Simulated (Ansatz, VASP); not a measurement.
Two plane-wave programs on NbP

```
Nb P
1.0
    -1.71845    1.71845    5.88927
     1.71845   -1.71845    5.88927
     1.71845    1.71845   -5.88927
Nb P
2 2
Direct
  0.74988 0.74988 0.00000
  0.49988 0.99988 0.50000
  0.33275 0.33275 0.00000
  0.08275 0.58275 0.50000
```

Alike in both runs: task single point; functional PBE; k mesh 11 × 11 × 11; occupations methfessel-paxton of order 1, width 0.15 eV; no spin polarisation.

|  | VASP | Ansatz |
| --- | --- | --- |
| version | VASP 6.6.1 | Ansatz 0.2.0 |
| potentials or method | VASP PAW PBE potentials, release 64 (Nb_sv, P), cutoff 520 eV | plane waves, PAW |
| valence electrons in the cell | 36 | 36 |

|  | VASP | Ansatz | Ansatz less VASP |
| --- | --- | --- | --- |
| pressure (GPa) | -13.4 | -13.1 | +0.29 |
| traceless stress, the component that is largest in VASP (GPa) | 1.01 | 0.99 | -0.018 |

With one functional, cell and mesh, what is left measures potentials, basis and numerics.
